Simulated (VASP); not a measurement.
# TaN (P4/mmm) in VASP: further runs

The runs below take TaN through single point, relaxation of cell and atoms, with PBE.

All numbers are computed with VASP 6.6.1; they aren't measurements. Logs are shortened: lines on timing, memory, paths and dates and some standing lists are left out, and cuts for length are marked.

## Step 1: The cell of the first run

Symmetry: P4/mmm, No. 123, tetragonal system. Conventional cell: a = 2.965 Å, b = 2.965 Å, c = 3.045 Å, α = 90.00°, β = 90.00°, γ = 90.00°. Within 2.8 Å of Ta (site symmetry 4/mmm) lie 4 N at 2.10 Å. Within 2.8 Å of N (site symmetry 4/mmm) lie 4 Ta at 2.10 Å.

## Step 2: Single point, PBE, collinear spin, ferromagnetic start

INCAR

```
SYSTEM = TaN
PREC = Accurate
ENCUT = 520
EDIFF = 1E-7
ISMEAR = 0
SIGMA = 0.1
LREAL = .FALSE.
LASPH = .TRUE.
NELM = 150
ALGO = Normal
ISIF = 2
LWAVE = .FALSE.
LCHARG = .FALSE.
ISPIN = 2
MAGMOM = 1 0
LORBIT = 11
LMAXMIX = 4
GGA = PE
NBANDS = 19
```

KPOINTS

```
regular mesh
0
G
  6 6 6
  0 0 0
```

POSCAR

```
TaN
1.0
    2.9652228856      0.0000000000      0.0000000000
    0.0000000000      2.9652228856      0.0000000000
    0.0000000000      0.0000000000      3.0449639422
Ta N
1 1
Direct
    0.0000000000      0.0000000000      0.5000000000
    0.5000000000      0.5000000000      0.5000000000
```

Potentials or basis: VASP PAW PBE potentials, release 64 (Ta_pv, N).

Run with:

```bash
$ cat potpaw_PBE.64/Ta_pv/POTCAR potpaw_PBE.64/N/POTCAR > POTCAR
$ mpirun -np 1 vasp_std > vasp.out
```

OUTCAR:

```text
SYSTEM = TaN
   PREC = Accurate
   ENCUT = 520
   EDIFF = 1E-7
   ISMEAR = 0
   LREAL = .FALSE.
   LASPH = .TRUE.
   NELM = 150
   ISIF = 2
   ISPIN = 2
   LORBIT = 11
   GGA = PE

 ion  position               nearest neighbor table
   1  0.000  0.000  0.500-   2 2.10   2 2.10   2 2.10   2 2.10
   2  0.500  0.500  0.500-   1 2.10   1 2.10   1 2.10   1 2.10

  LATTYP: Found a simple tetragonal cell.
 ALAT       =     2.9652228856
 C/A-ratio  =     1.0268920954

  Lattice vectors:

 A1 = (   2.9652228856,   0.0000000000,   0.0000000000)
 A2 = (   0.0000000000,   2.9652228856,   0.0000000000)
 A3 = (   0.0000000000,   0.0000000000,   3.0449639422)

Analysis of symmetry for initial positions (statically):
=====================================================================
 Subroutine PRICEL returns:
 Original cell was already a primitive cell.

 Routine SETGRP: Setting up the symmetry group for a
 simple tetragonal supercell.

 Subroutine GETGRP returns: Found 16 space group operations
 (whereof 16 operations were pure point group operations)
 out of a pool of 16 trial point group operations.

The static configuration has the point symmetry D_4h.

Analysis of symmetry for dynamics (positions and initial velocities):
=====================================================================
 Subroutine PRICEL returns:
 Original cell was already a primitive cell.

 Routine SETGRP: Setting up the symmetry group for a
 simple tetragonal supercell.

 Subroutine GETGRP returns: Found 16 space group operations
 (whereof 16 operations were pure point group operations)
 out of a pool of 16 trial point group operations.

The dynamic configuration has the point symmetry D_4h.

Analysis of structural, dynamic, and magnetic symmetry:
=====================================================================
 Subroutine PRICEL returns:
 Original cell was already a primitive cell.

 Routine SETGRP: Setting up the symmetry group for a
 simple tetragonal supercell.

 Subroutine GETGRP returns: Found 16 space group operations
 (whereof 16 operations were pure point group operations)
 out of a pool of 16 trial point group operations.

The overall configuration has the point symmetry D_4h.

 Subroutine INISYM returns: Found 16 space group operations
 (whereof 16 operations are pure point group operations),
 and found     1 'primitive' translations

----------------------------------------------------------------------------------------

                                     Primitive cell

  volume of cell :      26.7730
[... 108 lines left out ...]
     AMIX     =   0.40;   BMIX     =  1.00
     AMIX_MAG =   1.60;   BMIX_MAG =  1.00
  volume/ion in A,a.u.               =      13.39        90.34
  Fermi-wavevector in a.u.,A,eV,Ry     =   1.378952  2.605842 25.871603  1.901509
  Thomas-Fermi vector in A             =   2.503966
   LORBIT       =     11    0 simple, 1 ext, 2 COOP (PROOUT), +10 PAW based schemes
   GGA     = PE    functional components
   LHFCALC =     F    Hartree Fock is set to
   AEXX    =    0.0000 exact exchange contribution
   IVDW    =     0    specifies the selected vdW correction
   LEPSILON=     F    determine dielectric tensor
   LRPA    =     F    only Hartree local field effects (RPA)
 spin polarized calculation
 Gauss-broadening in eV      SIGMA  =   0.10
  energy-cutoff  :      520.00
  volume of cell :       26.77
 maximum number of plane-waves:       739
 NGX is ok and might be reduce to    24
   NGX = 11   NGY = 11   NGZ = 11

 number of electron      16.0000001 magnetization       0.0001510

 number of electron      16.0000001 magnetization      -0.0000737

 Free energy of the ion-electron system (eV)
  ---------------------------------------------------
  ext. energy  EPLUGINS =         0.00000000
  ---------------------------------------------------
  free energy    TOTEN  =       -21.50361436 eV

  energy without entropy =      -21.49855593  energy(sigma->0) =      -21.50108515

 E-fermi :   5.8198     XC(G=0): -11.9860

 val. band max:        5.7749392697   @ k =   0.5000   0.5000   0.1667
 cond. band min:       5.8461306995   @ k =   0.5000   0.3333   0.3333
 fundamental gap:      0.0711914298
 Fermi energy:         5.8198002364

 spin component 1

 k-point     1 :       0.0000    0.0000    0.0000
  band No.  band energies     occupation
      1     -29.0962      1.00000
      2     -29.0962      1.00000
      3     -28.9618      1.00000
      4     -10.9303      1.00000
      5       1.7973      1.00000
      6       2.4219      1.00000
[... 517 lines left out ...]
     18      22.2674      0.00000
     19      24.6329      0.00000

 [... further k-points ...]

 spin component 2

 k-point     1 :       0.0000    0.0000    0.0000
  band No.  band energies     occupation
      1     -29.0965      1.00000
      2     -29.0965      1.00000
      3     -28.9620      1.00000
      4     -10.9303      1.00000
      5       1.7973      1.00000
      6       2.4219      1.00000
[... 517 lines left out ...]
     18      22.2673      0.00000
     19      24.6328      0.00000

 [... further k-points ...]
[... 5 lines left out ...]
  --------------------------------------------------------------------------------------
  -------------------------------------------------------------------------------------
  Total        0.0850088      0.0850088     -0.0235357      0.0000000      0.0000000      0.0000000
  in kB        5.0871845      5.0871845     -1.4084488      0.0000000      0.0000000      0.0000000
  external PRESSURE =       2.9219734 kB  Pullay stress =       0.0000000 kB

 VOLUME and BASIS-vectors are now :
 -----------------------------------------------------------------------------
  energy-cutoff  :      520.00
  volume of cell :       26.77
      direct lattice vectors                 reciprocal lattice vectors
     2.965222886  0.000000000  0.000000000     0.337242777  0.000000000  0.000000000
     0.000000000  2.965222886  0.000000000     0.000000000  0.337242777  0.000000000
     0.000000000  0.000000000  3.044963942     0.000000000  0.000000000  0.328411114

 POSITION                                       TOTAL-FORCE (eV/Angst)
 -----------------------------------------------------------------------------------
      0.00000      0.00000      1.52248         0.000000      0.000000      0.000000
      1.48261      1.48261      1.52248         0.000000      0.000000      0.000000
 -----------------------------------------------------------------------------------
    total drift:                                0.000000      0.000000     -0.000000

  FREE ENERGIE OF THE ION-ELECTRON SYSTEM (eV)
  ---------------------------------------------------
  free  energy   TOTEN  =       -21.5036143588 eV

  energy  without entropy=      -21.4985559315  energy(sigma->0) =      -21.50108515

 total charge

# of ion       s       p       d       tot
------------------------------------------
    1        0.340   6.232   2.339   8.910
    2        1.264   2.487   0.000   3.751
--------------------------------------------------
tot          1.604   8.719   2.339  12.661

 magnetization (x)

# of ion       s       p       d       tot
------------------------------------------
    1       -0.000  -0.000  -0.000  -0.000
    2        0.000   0.000   0.000   0.000
--------------------------------------------------
tot          0.000   0.000  -0.000  -0.000
```

OSZICAR:

```text
N       E                     dE             d eps       ncg     rms          rms(c)
DAV:   1     0.107884540560E+03    0.10788E+03   -0.81432E+03  3040   0.827E+02
DAV:   2    -0.208695329617E+02   -0.12875E+03   -0.12096E+03  3530   0.266E+02
DAV:   3    -0.248551792941E+02   -0.39856E+01   -0.39445E+01  3494   0.442E+01
DAV:   4    -0.248734894513E+02   -0.18310E-01   -0.18303E-01  3493   0.325E+00
DAV:   5    -0.248735564944E+02   -0.67043E-04   -0.67042E-04  3332   0.195E-01    0.240E+01
DAV:   6    -0.217572678739E+02    0.31163E+01   -0.53072E+00  3406   0.220E+01    0.922E+00
DAV:   7    -0.215434655413E+02    0.21380E+00   -0.53024E-01  3133   0.621E+00    0.729E+00
DAV:   8    -0.215109320463E+02    0.32533E-01   -0.13085E-01  3188   0.319E+00    0.186E+00
DAV:   9    -0.215043469521E+02    0.65851E-02   -0.63623E-03  3154   0.707E-01    0.351E-01
DAV:  10    -0.215037096059E+02    0.63735E-03   -0.65867E-04  3285   0.210E-01    0.154E-01
DAV:  11    -0.215036337507E+02    0.75855E-04   -0.29419E-04  3177   0.142E-01    0.422E-02
DAV:  12    -0.215036255955E+02    0.81552E-05   -0.13766E-05  3183   0.356E-02    0.216E-02
DAV:  13    -0.215036143146E+02    0.11281E-04   -0.11604E-06  3219   0.110E-02    0.757E-03
DAV:  14    -0.215036143588E+02   -0.44258E-07   -0.35397E-07  3138   0.511E-03
   1 F= -.21503614E+02 E0= -.21501085E+02  d E =-.505843E-02  mag=    -0.0000
```

It took 34 s on 1 thread of AMD EPYC 9R45 (Zen 5), shared host; peak memory 0.14 GiB.

What came out:

```
Free energy                                           : -21.5036 eV
Pressure                                              : 0.3 GPa
Band gap on the k mesh                                : zero (filled and empty bands overlap)
Net moment                                            : 0.00 μB per cell
Valence electrons inside the program's atomic spheres : Ta 8.91; N 3.75
```

Caveat: spin-orbit coupling is left out, which moves the levels of the heavy elements.

## Step 3: Single point, PBE

This run uses another cell than the first one, of 13.57 Å³/atom, 1.013 times its volume.

INCAR

```
SYSTEM = TaN
  PREC = Accurate
  ENCUT = 520
  EDIFF = 1E-7
  ISMEAR = 0
  SIGMA = 0.1
  LREAL = .FALSE.
  LASPH = .TRUE.
  NELM = 100
  ALGO = Normal
  ISIF = 2
  LWAVE = .FALSE.
  LCHARG = .FALSE.
  GGA = PE
  NBANDS = 15
```

KPOINTS

```
Automatic mesh
0
G
  18 18 18
  0 0 0
```

POSCAR

```
TaN
1.0
    2.9624363924      0.0000000000      0.0000000000
    0.0000000000      2.9624363924      0.0000000000
    0.0000000000      0.0000000000      3.0918672240
Ta N
1 1
Direct
    0.0000000000      0.0000000000      0.5000000000
    0.5000000000      0.5000000000      0.5000000000
```

Potentials or basis: VASP PAW PBE potentials, release 64 (Ta_pv, N).

Run with:

```bash
$ cat potpaw_PBE.64/Ta_pv/POTCAR potpaw_PBE.64/N/POTCAR > POTCAR
$ mpirun -np 1 vasp_std > vasp.out
```

Wall time 3.7 min (1 thread of AMD EPYC 9R45 (Zen 5), shared host); peak memory 0.29 GiB.

The run converged. Its results:

```
Free energy            : -21.4798 eV
Pressure               : 0.4 GPa
Band gap on the k mesh : zero (band 8 reaches 7.65 eV, above the bottom of band 9 at 3.27 eV)
```

Stress tensor (GPa, compression positive):
```
 0.68  0.00  0.00
 0.00  0.68  0.00
 0.00  0.00 -0.10
```

Levels at points of the mesh, in eV from the Fermi level:
| k point | band 5 | band 6 | band 7 | band 8 | band 9 | band 10 | band 11 | band 12 |
| --- | --- | --- | --- | --- | --- | --- | --- | --- |
| (0.00, 0.00, 0.00) | -3.94 | -3.36 | -2.38 | -2.38 | -2.03 | 2.64 | 3.32 | 3.32 |
| (0.50, 0.00, 0.00) | -8.40 | -6.23 | -3.52 | -2.60 | 3.74 | 3.87 | 4.64 | 4.72 |
| (0.50, 0.50, 0.00) | -4.03 | -4.03 | -1.60 | -1.38 | 0.94 | 0.94 | 5.54 | 6.99 |
| (0.00, 0.00, 0.50) | -5.43 | -2.84 | -2.15 | -2.15 | 1.24 | 1.24 | 2.82 | 4.63 |
| (0.50, 0.00, 0.50) | -7.83 | -6.48 | -6.01 | 1.93 | 2.48 | 3.15 | 3.86 | 6.02 |
| (0.50, 0.50, 0.50) | -3.42 | -3.42 | -3.40 | -2.40 | -2.40 | 4.96 | 5.67 | 7.12 |

Caveat: spin-orbit coupling is left out, which moves the levels of the heavy elements.

(Part 1 of 2 ends here.)
